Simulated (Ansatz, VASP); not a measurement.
# K: VASP beside Ansatz

```
K
1.0
     4.33234   -4.32509    0.00000
     4.33234    4.32509    0.00000
     0.00000    0.00000   11.28148
K
5
Cartesian
  2.1662 -2.1625 3.4836
  2.1662 2.1625 7.7979
  2.1662 2.1625 3.4836
  2.1662 -2.1625 7.7979
  0.0000 0.0000 0.0000
```

Alike in both runs: functional PBE; k mesh 6 × 6 × 4; occupations gaussian, width 0.1 eV; no spin polarisation.

Ansatz relaxed the structure, and its values are those at the end. VASP's run is a single point on that final structure, the one shown.

```csv
,VASP,Ansatz
version,VASP 6.6.1,Ansatz 0.2.0
potentials or method,"VASP PAW PBE potentials, release 64 (K_sv), cutoff 520 eV","scalar-relativistic, plane waves, PAW"
valence electrons in the cell,45,45
```

```csv
,VASP,Ansatz,Ansatz less VASP
gap on the k mesh at the Fermi level (eV),none,none,-
pressure (GPa),0.0,0.0,+0.01
```

A gap of «none» marks a metal or a gap that the smearing closes.
